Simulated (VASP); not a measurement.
# BeS (F-43m) in VASP: further runs

Aim: see how the results for BeS move with the level of theory and the settings. Levels: LDA, PBEsol, r2SCAN. Tasks: single point.

Program: VASP 6.6.1. These are calculated values, not measurements. Logs are shortened: lines on timing, memory, paths and dates and some standing lists are left out, and cuts for length are marked.

## 1. The cell of the first run

The structure is cubic, space group F-43m (No. 216). The conventional cell has a = 4.850 Å, b = 4.850 Å, c = 4.850 Å, α = 90.00°, β = 90.00°, γ = 90.00°. Be (site symmetry -43m) has 4 S at 2.10 Å within 2.8 Å. S (site symmetry -43m) has 4 Be at 2.10 Å within 2.8 Å.

## 2. Single point, LDA

The input, INCAR:

```
SYSTEM = BeS
  PREC = Accurate
  ENCUT = 600
  EDIFF = 1E-6
  ISMEAR = -1
  SIGMA = 0.02
  LREAL = .FALSE.
  LASPH = .TRUE.
  NELM = 120
  ALGO = Normal
  ISIF = 2
  LWAVE = .FALSE.
  LCHARG = .FALSE.
  GGA = CA
  NBANDS = 11
  GGA_COMPAT = .FALSE.
```

The input, KPOINTS:

```
regular mesh
0
G
  9 9 9
  0 0 0
```

The input, POSCAR:

```
BeS
1.0
    0.0000000000      2.4250000000      2.4250000000
    2.4250000000      0.0000000000      2.4250000000
    2.4250000000      2.4250000000      0.0000000000
Be S
1 1
Direct
    0.0000000000      0.0000000000      0.0000000000
    0.7500000000      0.7500000000      0.7500000000
```

Potentials or basis: VASP PAW LDA potentials, release 64 (Be, S).

Started as:

```console
> cat potpaw_LDA.64/Be/POTCAR potpaw_LDA.64/S/POTCAR > POTCAR
> mpirun -np 1 vasp_std > vasp.out
```

OUTCAR:

```text
SYSTEM = BeS
   PREC = Accurate
   ENCUT = 600
   EDIFF = 1E-6
   ISMEAR = -1
   LREAL = .FALSE.
   LASPH = .TRUE.
   NELM = 120
   ISIF = 2
   GGA = CA

 ion  position               nearest neighbor table
   1  0.000  0.000  0.000-   2 2.10   2 2.10   2 2.10   2 2.10
   2  0.750  0.750  0.750-   1 2.10   1 2.10   1 2.10   1 2.10

  LATTYP: Found a face centered cubic cell.
 ALAT       =     4.8500000000

  Lattice vectors:

 A1 = (   0.0000000000,   2.4250000000,   2.4250000000)
 A2 = (   2.4250000000,   0.0000000000,   2.4250000000)
 A3 = (   2.4250000000,   2.4250000000,   0.0000000000)

Analysis of symmetry for initial positions (statically):
=====================================================================
 Subroutine PRICEL returns:
 Original cell was already a primitive cell.

 Routine SETGRP: Setting up the symmetry group for a
 face centered cubic supercell.

 Subroutine GETGRP returns: Found 24 space group operations
 (whereof 24 operations were pure point group operations)
 out of a pool of 48 trial point group operations.

The static configuration has the point symmetry T_d .

Analysis of symmetry for dynamics (positions and initial velocities):
=====================================================================
 Subroutine PRICEL returns:
 Original cell was already a primitive cell.

 Routine SETGRP: Setting up the symmetry group for a
 face centered cubic supercell.

 Subroutine GETGRP returns: Found 24 space group operations
 (whereof 24 operations were pure point group operations)
 out of a pool of 48 trial point group operations.

The dynamic configuration has the point symmetry T_d .

 Subroutine INISYM returns: Found 24 space group operations
 (whereof 24 operations are pure point group operations),
 and found     1 'primitive' translations

----------------------------------------------------------------------------------------

                                     Primitive cell

  volume of cell :      28.5210

  direct lattice vectors                    reciprocal lattice vectors
     0.000000000  2.425000000  2.425000000    -0.206185567  0.206185567  0.206185567
     2.425000000  0.000000000  2.425000000     0.206185567 -0.206185567  0.206185567
     2.425000000  2.425000000  0.000000000     0.206185567  0.206185567 -0.206185567

  length of vectors
     3.429467889  3.429467889  3.429467889     0.357123878  0.357123878  0.357123878

  position of ions in fractional coordinates (direct lattice)
     0.000000000  0.000000000  0.000000000
     0.750000000  0.750000000  0.750000000

  ion indices of the primitive-cell ions
   primitive index   ion index
                 1           1
                 2           2

----------------------------------------------------------------------------------------

 KPOINTS: regular mesh

Automatic generation of k-mesh.
 Grid dimensions read from file:
 generate k-points for:    9    9    9

 Generating k-lattice:

  Cartesian coordinates                     Fractional coordinates (reciprocal lattice)
    -0.022909507  0.022909507  0.022909507     0.111111111  0.000000000  0.000000000
     0.022909507 -0.022909507  0.022909507     0.000000000  0.111111111  0.000000000
     0.022909507  0.022909507 -0.022909507     0.000000000  0.000000000  0.111111111

  Length of vectors
     0.039680431  0.039680431  0.039680431

  Shift w.r.t. Gamma in fractional coordinates (k-lattice)
     0.000000000  0.000000000  0.000000000

 Subroutine IBZKPT returns following result:
 ===========================================

 Found     35 irreducible k-points:

 Following reciprocal coordinates:
            Coordinates               Weight
  0.000000  0.000000  0.000000      1.000000
  0.111111  0.000000  0.000000      8.000000
  0.222222  0.000000  0.000000      8.000000
  0.333333  0.000000  0.000000      8.000000
  0.444444  0.000000  0.000000      8.000000
  0.111111  0.111111  0.000000      6.000000
[... 16 lines left out ...]
 -0.333333  0.333333  0.000000     12.000000
  0.444444  0.444444  0.000000      6.000000
 [... further k-points ...]
   k-points           NKPTS =     35   k-points in BZ     NKDIM =     35   number of bands    NBANDS=     11
   number of dos      NEDOS =    301   number of ions     NIONS =      2
   total plane-waves  NPLWV =  21952
   dimension x,y,z NGX =    28 NGY =   28 NGZ =   28
   dimension x,y,z NGXF=    56 NGYF=   56 NGZF=   56
   ions per type =               1   1
   NGX,Y,Z   is equivalent  to a cutoff of  13.57, 13.57, 13.57 a.u.
   NGXF,Y,Z  is equivalent  to a cutoff of  27.15, 27.15, 27.15 a.u.
 SYSTEM =  BeS
   PREC   = accura    normal or accurate (medium, high low for compatibility)
   ISTART =      0    job   : 0-new  1-cont  2-samecut
   ICHARG =      2    charge: 1-file 2-atom 10-const
   ISPIN  =      1    spin polarized calculation?
   LNONCOLLINEAR =      F non collinear calculations
   LSORBIT =      F    spin-orbit coupling
   LASPH  =      T    aspherical Exc in radial PAW
   ENCUT  =  600.0 eV  44.10 Ry    6.64 a.u.   6.85  6.85  6.85*2*pi/ulx,y,z
   NELM   =    120;   NELMIN=  2; NELMDL= -5     # of ELM steps
   EDIFF  = 0.1E-05   stopping-criterion for ELM
   LREAL  =      F    real-space projection
   EDIFFG = 0.1E-04   stopping-criterion for IOM
   NSW    =      0    number of steps for IOM
   IBRION =     -1    ionic relax: 0-MD 1-quasi-New 2-CG
   NFREE  =      0    steps in history (QN), initial steepest desc. (CG)
   ISIF   =      2    stress and relaxation
   ISYM   =      2    0-nonsym 1-usesym 2-fastsym
   POTIM  = 0.5000    time-step for ionic-motion
   TEBEG  =    0.0;   TEEND  =   0.0 temperature during run
   PSTRESS=    0.0 pullay stress
   NELECT =       8.0000    total number of electrons
   NUPDOWN=      -1.0000    fix difference up-down
   EMIN   =  10.00;   EMAX   =-10.00  energy-range for DOS
   EFERMI =   0.00;   METHOD = LEGACY
   ISMEAR =    -1;   SIGMA  =   0.02  broadening in eV -4-tet -1-fermi 0-gaus
   EFERMI_NEDOS =   21; number of points for ismear=-14 and -15
   IALGO  =     38    algorithm
   IMIX   =      4    mixing-type and parameters
     AMIX     =   0.40;   BMIX     =  1.00
     AMIX_MAG =   1.60;   BMIX_MAG =  1.00
  volume/ion in A,a.u.               =      14.26        96.23
  Fermi-wavevector in a.u.,A,eV,Ry     =   1.071642  2.025110 15.625158  1.148417
  Thomas-Fermi vector in A             =   2.207388
   LORBIT       =      0    0 simple, 1 ext, 2 COOP (PROOUT), +10 PAW based schemes
   GGA     = CA    functional components
   LHFCALC =     F    Hartree Fock is set to
   AEXX    =    0.0000 exact exchange contribution
   IVDW    =     0    specifies the selected vdW correction
   LEPSILON=     F    determine dielectric tensor
   LRPA    =     F    only Hartree local field effects (RPA)
 non-spin polarized calculation
  energy-cutoff  :      600.00
  volume of cell :       28.52
 maximum number of plane-waves:       963
   NGX = 13   NGY = 13   NGZ = 13

 number of electron       7.9999999 magnetization

 Free energy of the ion-electron system (eV)
  ---------------------------------------------------
  ext. energy  EPLUGINS =         0.00000000
  ---------------------------------------------------
  free energy    TOTEN  =       -11.13360234 eV

  energy without entropy =      -11.13360234  energy(sigma->0) =      -11.13360234

 E-fermi :   4.4021     XC(G=0):  -9.9892

 val. band max:        4.0285896937   @ k =   0.0000   0.0000   0.0000
 cond. band min:       7.0298914667   @ k =   0.4444   0.4444   0.0000
 fundamental gap:      3.0013017730
 Fermi energy:         4.4021158749

 k-point     1 :       0.0000    0.0000    0.0000
  band No.  band energies     occupation
      1      -9.6268      2.00000
      2       4.0286      2.00000
      3       4.0286      2.00000
      4       4.0286      2.00000
      5       9.5721      0.00000
      6       9.5721      0.00000
      7       9.5721      0.00000
      8       9.7045      0.00000
      9      16.8411      0.00000
     10      16.8411      0.00000
     11      18.6314      0.00000

 k-point     2 :       0.1111    0.0000    0.0000
  band No.  band energies     occupation
      1      -9.4852      2.00000
      2       3.0260      2.00000
      3       3.8643      2.00000
      4       3.8643      2.00000
      5       9.4738      0.00000
      6       9.8642      0.00000
      7       9.8642      0.00000
      8      10.8187      0.00000
      9      16.2062      0.00000
     10      16.2062      0.00000
     11      18.4748      0.00000

 k-point     3 :       0.2222    0.0000    0.0000
  band No.  band energies     occupation
      1      -9.0860      2.00000
      2       1.1558      2.00000
      3       3.5129      2.00000
      4       3.5129      2.00000
      5       9.4463      0.00000
      6      10.3891      0.00000
      7      10.3891      0.00000
      8      12.6822      0.00000
      9      15.7653      0.00000
     10      15.7653      0.00000
     11      18.0599      0.00000

 k-point     4 :       0.3333    0.0000    0.0000
  band No.  band energies     occupation
      1      -8.5300      2.00000
      2      -0.5762      2.00000
      3       3.1883      2.00000
      4       3.1883      2.00000
      5       9.4160      0.00000
      6      10.5654      0.00000
      7      10.5654      0.00000
      8      14.1987      0.00000
      9      16.5832      0.00000
     10      16.5832      0.00000
     11      18.0089      0.00000
[... 239 lines left out ...]
 k-point    22 :      -0.4444    0.3333    0.0000
  band No.  band energies     occupation
      1      -7.5150      2.00000
      2      -0.7250      2.00000
      3       0.3213      2.00000
      4       1.7653      2.00000
      5       8.1414      0.00000
      6      10.9568      0.00000
      7      14.4110      0.00000
      8      14.6816      0.00000
      9      16.9734      0.00000
     10      18.2577      0.00000
     11      20.9350      0.00000

 k-point    23 :      -0.3333    0.3333    0.0000
  band No.  band energies     occupation
      1      -7.5620      2.00000
      2      -0.5909      2.00000
      3      -0.1151      2.00000
      4       2.1319      2.00000
      5       8.7072      0.00000
      6      12.9697      0.00000
      7      13.4631      0.00000
      8      14.4623      0.00000
      9      14.9011      0.00000
     10      16.4513      0.00000
     11      21.8948      0.00000

 k-point    24 :       0.4444    0.4444    0.0000
  band No.  band energies     occupation
      1      -7.5475      2.00000
      2      -0.8625      2.00000
      3       1.4092      2.00000
      4       1.4092      2.00000
      5       7.0299      0.00000
      6       8.9002      0.00000
      7      16.2213      0.00000
      8      16.2213      0.00000
      9      18.9119      0.00000
     10      20.2375      0.00000
     11      21.2507      0.00000

 [... further k-points ...]
[... 5 lines left out ...]
  --------------------------------------------------------------------------------------
  -------------------------------------------------------------------------------------
  Total       -0.5588712     -0.5588712     -0.5588712      0.0000000     -0.0000000      0.0000000
  in kB      -31.3947556    -31.3947556    -31.3947556      0.0000000     -0.0000000      0.0000000
  external PRESSURE =     -31.3947556 kB  Pullay stress =       0.0000000 kB

 VOLUME and BASIS-vectors are now :
 -----------------------------------------------------------------------------
  energy-cutoff  :      600.00
  volume of cell :       28.52
      direct lattice vectors                 reciprocal lattice vectors
     0.000000000  2.425000000  2.425000000    -0.206185567  0.206185567  0.206185567
     2.425000000  0.000000000  2.425000000     0.206185567 -0.206185567  0.206185567
     2.425000000  2.425000000  0.000000000     0.206185567  0.206185567 -0.206185567

 POSITION                                       TOTAL-FORCE (eV/Angst)
 -----------------------------------------------------------------------------------
      0.00000      0.00000      0.00000         0.000000      0.000000      0.000000
      3.63750      3.63750      3.63750        -0.000000     -0.000000     -0.000000
 -----------------------------------------------------------------------------------
    total drift:                                0.000000      0.000000     -0.000000

  FREE ENERGIE OF THE ION-ELECTRON SYSTEM (eV)
  ---------------------------------------------------
  free  energy   TOTEN  =       -11.1336023418 eV

  energy  without entropy=      -11.1336023418  energy(sigma->0) =      -11.13360234
```

Run time: 8.2 s. Hardware: 1 thread of Intel Xeon 6975P-C, shared host; peak memory 0.14 GiB.

What came out:

```
Free energy            : -11.1336 eV
Pressure               : -3.1 GPa
Band gap on the k mesh : 3.00 eV, indirect (least direct gap 5.54 eV)
```

A k mesh can miss the band edges.

[end of part 1 of 2]
